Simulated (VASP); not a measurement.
Wanted: the native input for a VASP 6.6.1 run.

```
Task                   : single point
Functional             : PBE
Potentials or basis    : VASP PAW PBE potentials, release 64 (Si, Ge_d, Pt)
Cutoff                 : 520 eV
k mesh                 : 12 × 12 × 4
Occupations            : gaussian, width 0.1 eV
Spin                   : no spin polarisation
Dipole correction      : no
Further INCAR settings : ALGO = Normal; EDIFF = 1e-07; NBANDS = 29
```

The structure of Si4GePt lies in POSCAR:

```
Si4GePt
1.0
    3.6054818983      0.0000000000      0.0000000000
   -1.8027409492      3.1224389168      0.0000000000
    0.0000000000      0.0000000000      8.8868585101
Si Ge Pt
4 1 1
Direct
    0.3333333333      0.6666666667      0.6691870560
    0.0000000000      0.0000000000      0.8418717634
    0.0000000000      0.0000000000      0.1581282366
    0.3333333333      0.6666666667      0.3308129440
    0.6666666667      0.3333333333      0.5000000000
    0.6666666667      0.3333333333      0.0000000000
```

The cell was built from a structure type or drawn by symmetry, and may not be a known phase.

One way to write it, as run:

INCAR

```
SYSTEM = Si4GePt
ALGO = Normal
EDIFF = 1E-7
ENCUT = 520
GGA = PE
ISIF = 2
ISMEAR = 0
LASPH = .True.
LCHARG = .False.
LREAL = .False.
LWAVE = .False.
NBANDS = 29
NELM = 100
PREC = Accurate
SIGMA = 0.1
```

KPOINTS

```
k-points
0
Gamma
  12 12 4
  0 0 0
```

Potentials or basis: VASP PAW PBE potentials, release 64 (Si, Ge_d, Pt).

Launch:

```sh
$ cat potpaw_PBE.64/Si/POTCAR potpaw_PBE.64/Ge_d/POTCAR potpaw_PBE.64/Pt/POTCAR > POTCAR
$ mpirun -np 1 vasp_std > vasp.out
```

Results of the run:

| Quantity | Value |
| --- | --- |
| Pressure | -0.1 GPa |
| Band gap on the k mesh | zero (bands 20 and 21 overlap by 3.23 eV) |

Caveat: spin-orbit coupling is left out, which moves the levels of the heavy elements.

It took 89 s on 1 thread of Intel(R) Xeon(R) 6975P-C (Granite Rapids) (shared host), peak memory 0.32 GiB.
